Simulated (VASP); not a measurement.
Wanted: the native input for a VASP 6.6.1 run.

| Quantity | Value |
| --- | --- |
| Task | relaxation of cell and atoms |
| Functional | LDA |
| Potentials or basis | VASP PAW LDA potentials, release 64 (Mg, B) |
| Cutoff | 600 eV |
| k mesh | 10 × 10 × 8 |
| Occupations | fermi-dirac, width 0.05 eV |
| Spin | no spin polarisation |
| Dipole correction | no |
| Further INCAR settings | ALGO = Normal; EDIFF = 1e-07; IBRION = 2; EDIFFG = -0.01; NSW = 60; ISIF = 3 |

The structure of MgB2 lies in POSCAR:

```
MgB2
1.0
    3.0850000000      0.0000000000      0.0000000000
   -1.5425000000      2.6716883707      0.0000000000
    0.0000000000      0.0000000000      3.5230000000
Mg B
1 2
Direct
    0.0000000000      0.0000000000      0.0000000000
    0.6666666667      0.3333333333      0.5000000000
    0.3333333333      0.6666666667      0.5000000000
```

These files were run (other wordings do the same):

INCAR

```
  PREC = Accurate
  ENCUT = 600
  EDIFF = 1E-7
  ISMEAR = -1
  SIGMA = 0.05
  LREAL = False
  LASPH = True
  NELM = 80
  ALGO = Normal
  ISIF = 3
  LWAVE = False
  LCHARG = False
  IBRION = 2
  NSW = 60
  EDIFFG = -0.01
```

KPOINTS

```
regular mesh
0
Gamma
  10 10 8
```

Potentials or basis: VASP PAW LDA potentials, release 64 (Mg, B).

The run is started by

```sh
$ cat potpaw_LDA.64/Mg/POTCAR potpaw_LDA.64/B/POTCAR > POTCAR
$ mpirun -np 1 vasp_std > vasp.out
```

It gave:

| Property | Result |
| --- | --- |
| Relaxed volume | 9.15 Å³/atom |
| Relaxed cell | a = 3.039 Å, b = 3.039 Å, c = 3.431 Å, α = 90.00°, β = 90.00°, γ = 120.00° |
| Space group after relaxing (to 0.05 Å) | P6/mmm (No. 191) |
| Energy gained by relaxing | 13.8 meV/atom |
| Ionic steps | 5 |
| Pressure after relaxing | 0.0 GPa |
| Band gap on the k mesh | zero (band 4 reaches 6.84 eV, above the bottom of band 5 at 4.19 eV) |

Run time: 23 s on 1 thread of Intel(R) Xeon(R) 6975P-C (Granite Rapids), with other jobs on the host, peak memory 0.16 GiB.
